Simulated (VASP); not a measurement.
Input of a VASP 6.6.1 run:

The input INCAR:

```
PREC = Accurate
ENCUT = 520
EDIFF = 1E-6
ISMEAR = -1
SIGMA = 0.1
LREAL = False
LASPH = True
NELM = 80
ALGO = Normal
ISIF = 2
LWAVE = False
LCHARG = False
GGA = PE
NBANDS = 12
```

KPOINTS

```
regular mesh
0
Gamma
  17 17 9
```

Contents of POSCAR:

```
Sb
1.0
    2.5606531905      0.0000000000      0.0000000000
   -1.2803265953      2.2175907133      0.0000000000
    0.0000000000      0.0000000000      4.0870067475
Sb
2
Direct
    0.3333333333      0.6666666667      0.2500000000
    0.6666666667      0.3333333333      0.7500000000
```

Potentials or basis: VASP PAW PBE potentials, release 64 (Sb).

Command:

```console
$ cat potpaw_PBE.64/Sb/POTCAR > POTCAR
$ mpirun -np 1 vasp_std > vasp.out
```

(1) Estimate the band gap on the k mesh.

(2) Estimate the pressure.

## Answers

(1) zero (band 5 reaches 33.11 eV, above the bottom of band 6 at 18.45 eV).

(2) 383.5 GPa.

Caveat: spin-orbit coupling is left out, which moves the levels of the heavy elements.
